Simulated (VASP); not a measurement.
# Si3F (P6_3/m) in VASP: a series of runs

Si3F is run at these levels: PBE; tasks: single point, relaxation of cell and atoms.

Program: VASP 6.6.1. These are calculated values, not measurements. Logs are shortened: lines on timing, memory, paths and dates and some standing lists are left out, and cuts for length are marked.

## (1) The cell of the first run

It takes space group P6_3/m (No. 176, hexagonal). Conventional cell: a = 6.106 Å, b = 6.106 Å, c = 3.459 Å, α = 90.00°, β = 90.00°, γ = 120.00°. Si (site symmetry m) has 3 F at 2.37 to 2.42 Å and 8 Si at 2.75 to 2.81 Å within 3.1 Å. Within 3.1 Å of F (site symmetry -6) lie 9 Si at 2.37 to 2.42 Å.

## (2) Single point, PBE

The input, INCAR:

```
  ALGO = Normal
  EDIFF = 1E-7
  ENCUT = 520
  GGA = PE
  ISIF = 2
  ISMEAR = 0
  LASPH = True
  LCHARG = False
  LREAL = False
  LWAVE = False
  NBANDS = 29
  NELM = 80
  PREC = Accurate
  SIGMA = 0.1
```

The input, KPOINTS:

```
k-points
0
Gamma
  3 3 6
```

The input, POSCAR:

```
Si3F
1.0
    6.1055641425      0.0000000000      0.0000000000
   -3.0527820712      5.2875736518      0.0000000000
    0.0000000000      0.0000000000      3.4586798866
Si F
6 2
Direct
    0.3850600000      0.2987800000      0.2500000000
    0.0862800000      0.3850600000      0.7500000000
    0.7012200000      0.0862800000      0.2500000000
    0.6149400000      0.7012200000      0.7500000000
    0.9137200000      0.6149400000      0.2500000000
    0.2987800000      0.9137200000      0.7500000000
    0.3333333333      0.6666666667      0.2500000000
    0.6666666667      0.3333333333      0.7500000000
```

Potentials or basis: VASP PAW PBE potentials, release 64 (Si, F).

Launch:

```bash
$ cat potpaw_PBE.64/Si/POTCAR potpaw_PBE.64/F/POTCAR > POTCAR
$ mpirun -np 1 vasp_std > vasp.out
```

OUTCAR:

```text
EDIFF = 1E-7
   ENCUT = 520
   GGA = PE
   ISIF = 2
   ISMEAR = 0
   LASPH = True
   LREAL = False
   NELM = 80
   PREC = Accurate

 ion  position               nearest neighbor table
   1  0.385  0.299  0.250-   8 2.37   8 2.37   7 2.42   4 2.75   4 2.75   6 2.75   6 2.75   2 2.75
                             2 2.75   3 2.81   5 2.81
   2  0.086  0.385  0.750-   7 2.37   7 2.37   8 2.42   5 2.75   5 2.75   1 2.75   1 2.75   3 2.75
                             3 2.75   6 2.81   4 2.81
   3  0.701  0.086  0.250-   8 2.37   8 2.37   7 2.42   6 2.75   6 2.75   4 2.75   4 2.75   2 2.75
                             2 2.75   5 2.81   1 2.81
   4  0.615  0.701  0.750-   7 2.37   7 2.37   8 2.42   1 2.75   1 2.75   3 2.75   3 2.75   5 2.75
                             5 2.75   6 2.81   2 2.81
   5  0.914  0.615  0.250-   8 2.37   8 2.37   7 2.42   2 2.75   2 2.75   4 2.75   4 2.75   6 2.75
                             6 2.75   3 2.81   1 2.81
   6  0.299  0.914  0.750-   7 2.37   7 2.37   8 2.42   3 2.75   3 2.75   1 2.75   1 2.75   5 2.75
                             5 2.75   2 2.81   4 2.81
   7  0.333  0.667  0.250-   6 2.37   6 2.37   2 2.37   2 2.37   4 2.37   4 2.37   5 2.42   3 2.42
                             1 2.42
   8  0.667  0.333  0.750-   3 2.37   3 2.37   5 2.37   5 2.37   1 2.37   1 2.37   2 2.42   6 2.42
                             4 2.42

  LATTYP: Found a hexagonal cell.
 ALAT       =     6.1055641425
 C/A-ratio  =     0.5664799854

  Lattice vectors:

 A1 = (   6.1055641425,   0.0000000000,   0.0000000000)
 A2 = (  -3.0527820712,   5.2875736518,   0.0000000000)
 A3 = (   0.0000000000,   0.0000000000,   3.4586798866)

Analysis of symmetry for initial positions (statically):
=====================================================================
 Subroutine PRICEL returns:
 Original cell was already a primitive cell.

 Routine SETGRP: Setting up the symmetry group for a
 hexagonal supercell.

 Subroutine GETGRP returns: Found 12 space group operations
 (whereof  6 operations were pure point group operations)
 out of a pool of 24 trial point group operations.

The static configuration has the point symmetry S_6 .
 The point group associated with its full space group is C_6h.

Analysis of symmetry for dynamics (positions and initial velocities):
=====================================================================
 Subroutine PRICEL returns:
 Original cell was already a primitive cell.

 Routine SETGRP: Setting up the symmetry group for a
 hexagonal supercell.

 Subroutine GETGRP returns: Found 12 space group operations
 (whereof  6 operations were pure point group operations)
 out of a pool of 24 trial point group operations.

The dynamic configuration has the point symmetry S_6 .
 The point group associated with its full space group is C_6h.

 Subroutine INISYM returns: Found 12 space group operations
 (whereof  6 operations are pure point group operations),
 and found     1 'primitive' translations

----------------------------------------------------------------------------------------

                                     Primitive cell

  volume of cell :     111.6587

  direct lattice vectors                    reciprocal lattice vectors
     6.105564142  0.000000000  0.000000000     0.163785029  0.094561331  0.000000000
    -3.052782071  5.287573652  0.000000000     0.000000000  0.189122661  0.000000000
     0.000000000  0.000000000  3.458679887     0.000000000  0.000000000  0.289127654

  length of vectors
     6.105564142  6.105564142  3.458679887     0.189122661  0.189122661  0.289127654

  position of ions in fractional coordinates (direct lattice)
     0.385060000  0.298780000  0.250000000
     0.086280000  0.385060000  0.750000000
     0.701220000  0.086280000  0.250000000
     0.614940000  0.701220000  0.750000000
     0.913720000  0.614940000  0.250000000
     0.298780000  0.913720000  0.750000000
     0.333333333  0.666666667  0.250000000
     0.666666667  0.333333333  0.750000000

  ion indices of the primitive-cell ions
   primitive index   ion index
                 1           1
                 2           2
                 3           3
                 4           4
                 5           5
                 6           6
                 7           7
                 8           8

----------------------------------------------------------------------------------------

 KPOINTS: k-points

Automatic generation of k-mesh.
 Grid dimensions read from file:
 generate k-points for:    3    3    6

 Generating k-lattice:

  Cartesian coordinates                     Fractional coordinates (reciprocal lattice)
     0.054595010  0.031520444  0.000000000     0.333333333 -0.000000000  0.000000000
     0.000000000  0.063040887  0.000000000     0.000000000  0.333333333  0.000000000
     0.000000000  0.000000000  0.048187942     0.000000000  0.000000000  0.166666667

  Length of vectors
     0.063040887  0.063040887  0.048187942

  Shift w.r.t. Gamma in fractional coordinates (k-lattice)
     0.000000000  0.000000000  0.000000000

 Subroutine IBZKPT returns following result:
 ===========================================

 Found     12 irreducible k-points:

 Following reciprocal coordinates:
            Coordinates               Weight
  0.000000  0.000000  0.000000      1.000000
  0.333333 -0.000000  0.000000      6.000000
  0.333333  0.333333  0.000000      2.000000
  0.000000  0.000000  0.166667      2.000000
  0.333333 -0.000000  0.166667     12.000000
  0.333333  0.333333  0.166667      4.000000
  0.000000  0.000000  0.333333      2.000000
  0.333333 -0.000000  0.333333     12.000000
  0.333333  0.333333  0.333333      4.000000
  0.000000  0.000000  0.500000      1.000000
  0.333333 -0.000000  0.500000      6.000000
  0.333333  0.333333  0.500000      2.000000
   k-points           NKPTS =     12   k-points in BZ     NKDIM =     12   number of bands    NBANDS=     29
   number of dos      NEDOS =    301   number of ions     NIONS =      8
   total plane-waves  NPLWV =  64512
   dimension x,y,z NGX =    48 NGY =   48 NGZ =   28
   dimension x,y,z NGXF=    96 NGYF=   96 NGZF=   56
   ions per type =               6   2
   NGX,Y,Z   is equivalent  to a cutoff of  13.07, 13.07, 13.46 a.u.
   NGXF,Y,Z  is equivalent  to a cutoff of  26.14, 26.14, 26.92 a.u.
 SYSTEM =  unknown system
   PREC   = accura    normal or accurate (medium, high low for compatibility)
   ISTART =      0    job   : 0-new  1-cont  2-samecut
   ICHARG =      2    charge: 1-file 2-atom 10-const
   ISPIN  =      1    spin polarized calculation?
   LNONCOLLINEAR =      F non collinear calculations
   LSORBIT =      F    spin-orbit coupling
   LASPH  =      T    aspherical Exc in radial PAW
   ENCUT  =  520.0 eV  38.22 Ry    6.18 a.u.  11.35 11.35  6.43*2*pi/ulx,y,z
   NELM   =     80;   NELMIN=  2; NELMDL= -5     # of ELM steps
   EDIFF  = 0.1E-06   stopping-criterion for ELM
   LREAL  =      F    real-space projection
   EDIFFG = 0.1E-05   stopping-criterion for IOM
   NSW    =      0    number of steps for IOM
   IBRION =     -1    ionic relax: 0-MD 1-quasi-New 2-CG
   NFREE  =      0    steps in history (QN), initial steepest desc. (CG)
   ISIF   =      2    stress and relaxation
   ISYM   =      2    0-nonsym 1-usesym 2-fastsym
   POTIM  = 0.5000    time-step for ionic-motion
   TEBEG  =    0.0;   TEEND  =   0.0 temperature during run
   PSTRESS=    0.0 pullay stress
   NELECT =      38.0000    total number of electrons
   NUPDOWN=      -1.0000    fix difference up-down
   EMIN   =  10.00;   EMAX   =-10.00  energy-range for DOS
   EFERMI =   0.00;   METHOD = LEGACY
   ISMEAR =     0;   SIGMA  =   0.10  broadening in eV -4-tet -1-fermi 0-gaus
   EFERMI_NEDOS =   21; number of points for ismear=-14 and -15
   IALGO  =     38    algorithm
   IMIX   =      4    mixing-type and parameters
     AMIX     =   0.40;   BMIX     =  1.00
     AMIX_MAG =   1.60;   BMIX_MAG =  1.00
  volume/ion in A,a.u.               =      13.96        94.19
  Fermi-wavevector in a.u.,A,eV,Ry     =   1.142980  2.159918 17.774685  1.306402
  Thomas-Fermi vector in A             =   2.279676
   LORBIT       =      0    0 simple, 1 ext, 2 COOP (PROOUT), +10 PAW based schemes
   GGA     = PE    functional components
   LHFCALC =     F    Hartree Fock is set to
   AEXX    =    0.0000 exact exchange contribution
   IVDW    =     0    specifies the selected vdW correction
   LEPSILON=     F    determine dielectric tensor
   LRPA    =     F    only Hartree local field effects (RPA)
 non-spin polarized calculation
 Gauss-broadening in eV      SIGMA  =   0.10
  energy-cutoff  :      520.00
  volume of cell :      111.66
 maximum number of plane-waves:      3036
 NGX is ok and might be reduce to    48
   NGX = 23   NGY = 23   NGZ = 13

 number of electron      38.0000000 magnetization

 Free energy of the ion-electron system (eV)
  ---------------------------------------------------
  ext. energy  EPLUGINS =         0.00000000
  ---------------------------------------------------
  free energy    TOTEN  =       -33.41948695 eV

  energy without entropy =      -33.38014818  energy(sigma->0) =      -33.39981756

 E-fermi :   8.1798     XC(G=0): -10.8127

 val. band max:        8.0978552679   @ k =   0.3333  -0.0000   0.5000
 cond. band min:       8.1832861317   @ k =   0.3333  -0.0000   0.3333
 fundamental gap:      0.0854308638
 Fermi energy:         8.1797528235

 k-point     1 :       0.0000    0.0000    0.0000
  band No.  band energies     occupation
      1     -17.1367      2.00000
      2     -17.0152      2.00000
      3      -3.3519      2.00000
      4      -2.1177      2.00000
      5      -2.1177      2.00000
      6      -0.9364      2.00000
[... 21 lines left out ...]
     28      12.7843      0.00000
     29      12.7843      0.00000

 k-point     2 :       0.3333   -0.0000    0.0000
  band No.  band energies     occupation
      1     -17.1106      2.00000
      2     -17.0407      2.00000
      3      -3.3071      2.00000
      4      -2.6116      2.00000
      5      -2.5850      2.00000
      6      -0.0122      2.00000
[... 312 lines left out ...]
 k-point    12 :       0.3333    0.3333    0.5000
  band No.  band energies     occupation
      1     -16.9673      2.00000
      2     -16.9673      2.00000
      3      -2.7026      2.00000
      4      -2.7026      2.00000
      5      -0.7954      2.00000
      6      -0.7954      2.00000
[... 21 lines left out ...]
     28      11.9026      0.00000
     29      13.4095      0.00000

------------------------ aborting loop because EDIFF is reached ----------------------------------------

  FORCE on cell =-STRESS in cart. coord.  units (eV):
  Direction    XX          YY          ZZ          XY          YZ          ZX
  --------------------------------------------------------------------------------------
  -------------------------------------------------------------------------------------
  Total        4.6125182      4.6125182     10.2346261     -0.0000001      0.0000000      0.0000000
  in kB       66.1844672     66.1844672    146.8554156     -0.0000011      0.0000000      0.0000000
  external PRESSURE =      93.0747833 kB  Pullay stress =       0.0000000 kB

 VOLUME and BASIS-vectors are now :
 -----------------------------------------------------------------------------
  energy-cutoff  :      520.00
  volume of cell :      111.66
      direct lattice vectors                 reciprocal lattice vectors
     6.105564142  0.000000000  0.000000000     0.163785029  0.094561331  0.000000000
    -3.052782071  5.287573652  0.000000000     0.000000000  0.189122661  0.000000000
     0.000000000  0.000000000  3.458679887     0.000000000  0.000000000  0.289127654

 POSITION                                       TOTAL-FORCE (eV/Angst)
 -----------------------------------------------------------------------------------
      1.43890      1.57982      0.86467        -0.283592     -0.935463     -0.000000
     -0.64872      2.03603      2.59401         0.668339     -0.713329      0.000000
      4.01795      0.45621      0.86467         0.951931      0.222134      0.000000
      1.61388      3.70775      2.59401         0.283592      0.935463      0.000000
      3.70150      3.25154      0.86467        -0.668339      0.713329     -0.000000
     -0.96517      4.83136      2.59401        -0.951931     -0.222134      0.000000
     -0.00000      3.52505      0.86467        -0.000000     -0.000000      0.000000
      3.05278      1.76252      2.59401        -0.000000     -0.000000      0.000000
 -----------------------------------------------------------------------------------
    total drift:                                0.000000     -0.000000      0.000000

  FREE ENERGIE OF THE ION-ELECTRON SYSTEM (eV)
  ---------------------------------------------------
  free  energy   TOTEN  =       -33.4194869500 eV

  energy  without entropy=      -33.3801481798  energy(sigma->0) =      -33.39981756
```

It took 20 s on 1 thread of Intel Xeon 6975P-C (Granite Rapids), shared host; peak memory 0.23 GiB.

What came out:

```yaml
Free_energy: -33.4195 eV
Pressure: 9.3 GPa
Largest_force: 0.978 eV/Å
Band_gap_on_the_k_mesh: zero (bands 19 and 20 overlap by 2.54 eV)
```

Forces in eV/Å, atoms in the order of the input:
```
Si  -0.284 -0.935  0.000
Si   0.668 -0.713  0.000
Si   0.952  0.222  0.000
Si   0.284  0.935  0.000
Si  -0.668  0.713  0.000
Si  -0.952 -0.222  0.000
F    0.000  0.000  0.000
F    0.000  0.000  0.000
```

Caveat: the k points lie up to 0.40 Å⁻¹ apart, too coarse for converged energies and pressures of a metal.

(Part 1 of 2 ends here.)
